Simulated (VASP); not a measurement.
Input of a VASP 6.6.1 run:

Contents of INCAR:

```
SYSTEM = PtS2
PREC = Accurate
ENCUT = 520
EDIFF = 1E-6
ISMEAR = 0
SIGMA = 0.02
LREAL = .FALSE.
LASPH = .TRUE.
NELM = 100
ALGO = Normal
ISIF = 2
LWAVE = .FALSE.
LCHARG = .TRUE.
LDIPOL = .TRUE.
IDIPOL = 3
DIPOL = 0.5 0.5 0.500
GGA = PE
IVDW = 12
LELF = .TRUE.
LVHAR = .TRUE.
LVACPOTAV = .TRUE.
NBANDS = 18
```

KPOINTS

```
Automatic mesh
0
G
  9 9 1
  0 0 0
```

File POSCAR:

```
PtS2
1.0
    3.5890000000      0.0000000000      0.0000000000
   -1.7945000000      3.1081651742      0.0000000000
    0.0000000000      0.0000000000     30.8254864268
S Pt
2 1
Direct
    0.6666666667      0.3333333333      0.4611198350
    0.3333333333      0.6666666667      0.5388801650
    0.0000000000      0.0000000000      0.5000000000
```

Potentials or basis: VASP PAW PBE potentials, release 64 (S, Pt).

Command:

```bash
$ cat potpaw_PBE.64/S/POTCAR potpaw_PBE.64/Pt/POTCAR > POTCAR
$ mpirun -np 1 vasp_std > vasp.out
```

**Question.** Estimate the dispersion energy per atom.

**Answer.** -0.270 eV.

**Question.** What does it give for the largest force?

**Answer.** 0.173 eV/Å.

**Question.** Predict the ionisation potential of the upper face.

**Answer.** 6.39 eV.

**Question.** What does it give for the band gap on the k mesh?

**Answer.** 1.82 eV (least direct gap 1.86 eV).

Forces in eV/Å, atoms in the order of the input:
```
S    0.000  0.000 -0.173
S    0.000  0.000  0.173
Pt   0.000  0.000  0.000
```

Caveat: spin-orbit coupling is left out, which moves the levels of the heavy elements.
